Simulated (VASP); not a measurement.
A run of VASP 6.6.1:

Contents of INCAR:

```
PREC = Accurate ; ENCUT = 520
EDIFF = 1E-8 ; ISMEAR = -1
SIGMA = 0.08 ; LREAL = False
LASPH = True ; NELM = 100
ALGO = Normal ; ISIF = 2
LWAVE = False ; LCHARG = False
GGA = PS ; LEFG = True
NBANDS = 19
```

File KPOINTS:

```
Automatic mesh
0
Gamma
  13 13 7
```

File POSCAR:

```
Ti
1.0
    2.9301986205      0.0000000000      0.0000000000
   -1.4650993102      2.5376264435      0.0000000000
    0.0000000000      0.0000000000      4.6545493880
Ti
2
Direct
    0.3333333333      0.6666666667      0.2500000000
    0.6666666667      0.3333333333      0.7500000000
```

Potentials or basis: VASP PAW PBE potentials, release 64 (Ti_sv).

The run is started by

```sh
$ cat potpaw_PBE.64/Ti_sv/POTCAR > POTCAR
$ mpirun -np 1 vasp_std > vasp.out
```

Hardware: 1 thread of Intel(R) Xeon(R) Platinum 8259CL CPU @ 2.50GHz (Skylake/Cascade Lake), with other jobs on the host.

Problem. Estimate the wall time of this run.

Solution. Wall time 100 s on 1 thread of Intel(R) Xeon(R) Platinum 8259CL CPU @ 2.50GHz (Skylake/Cascade Lake), on a shared host, peak memory 0.18 GiB. Counts: scf iterations 17, k points 84.
